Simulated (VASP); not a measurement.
Set up this calculation in VASP 6.6.1, as the native input.

| Quantity | Value |
| --- | --- |
| Task | relaxation of cell and atoms |
| Functional | PBE |
| Potentials or basis | VASP PAW PBE potentials, release 64 (Hf_pv, Ti_sv, O) |
| Cutoff | 600 eV |
| k mesh | 4 × 4 × 3 |
| Occupations | gaussian, width 0.2 eV |
| Spin | collinear spin |
| Starting moments | [0.0, 0.0, 0.0, 1.0, 0.0, 0.0, 0.0] μB |
| Dipole correction | no |
| Further INCAR settings | ALGO = Normal; EDIFF = 1e-07; IBRION = 2; EDIFFG = -0.08; NSW = 36; ISIF = 3 |

The structure of Hf3TiO3 lies in POSCAR:

```
Hf3TiO3
1.0
    4.2736186600      0.0000000000      0.0000000000
    0.0000000000      4.2736186600      0.0000000000
    0.0000000000      0.0000000000      5.7044160200
Hf Ti O
3 1 3
Direct
    0.5000000000      0.0000000000      0.4247246800
    0.0000000000      0.5000000000      0.4247246800
    0.5000000000      0.5000000000      0.1219714400
    0.0000000000      0.0000000000      0.9325194000
    0.0000000000      0.0000000000      0.4130585400
    0.5000000000      0.0000000000      0.7971826800
    0.0000000000      0.5000000000      0.7971826800
```

The cell was generated, and may not be a known phase.

These files were run (other wordings do the same):

INCAR

```
SYSTEM = Hf3TiO3
ALGO     = Normal         ! electronic algorithm
EDIFF    = 1E-7           ! SCF threshold, eV
EDIFFG   = -0.08          ! ionic threshold
ENCUT    = 600            ! plane-wave cutoff, eV
GGA      = PE             ! functional
IBRION   = 2              ! ionic algorithm
ISIF     = 3              ! what is computed and relaxed
ISMEAR   = 0              ! smearing method
ISPIN    = 2              ! spin polarisation
LASPH    = .TRUE.         ! aspherical terms in the spheres
LCHARG   = .FALSE.        ! write CHGCAR
LMAXMIX  = 4              ! l up to which the mixer works
LORBIT   = 11             ! projections on sites
LREAL    = .FALSE.        ! projectors in reciprocal space
LWAVE    = .FALSE.        ! write WAVECAR
MAGMOM   = 0 0 0 1 0 0 0  ! initial moments
NELM     = 150            ! most SCF steps
NSW      = 36             ! ionic steps
PREC     = Accurate       ! precision mode
SIGMA    = 0.2            ! smearing width, eV
```

KPOINTS

```
k-points
0
G
  4 4 3
  0 0 0
```

Potentials or basis: VASP PAW PBE potentials, release 64 (Hf_pv, Ti_sv, O).

Run with:

```sh
$ cat potpaw_PBE.64/Hf_pv/POTCAR potpaw_PBE.64/Ti_sv/POTCAR potpaw_PBE.64/O/POTCAR > POTCAR
$ mpirun -np 1 vasp_std > vasp.out
```

Results of the run:

```
Relaxed volume                                        : 13.34 Å³/atom
Relaxed cell                                          : a = 4.268 Å, b = 4.268 Å, c = 5.127 Å, α = 90.00°, β = 90.00°, γ = 90.00°
Space group after relaxing (to 0.1 Å)                 : P4mm (No. 99)
Energy gained by relaxing                             : 701.2 meV/atom
Ionic steps                                           : 16
Pressure after relaxing                               : -0.1 GPa
Largest force after relaxing                          : 0.078 eV/Å
Band gap on the k mesh                                : zero (filled and empty bands overlap)
Net moment                                            : 0.00 μB per cell
Valence electrons inside the program's atomic spheres : Hf 8.40, 8.43 (each value once); Ti 10.21; O 5.07, 5.04 (each value once)
```

Caveat: the k points lie up to 0.41 Å⁻¹ apart in the final cell; spin-orbit coupling is left out, which moves the levels of the heavy elements; the relaxation stopped at a loose force limit of 0.08 eV/Å, so its end isn't a converged minimum.

Run time: 20 min on 1 thread of AMD EPYC 9R45 96-Core Processor (Zen 5), on a shared host, peak memory 0.32 GiB.
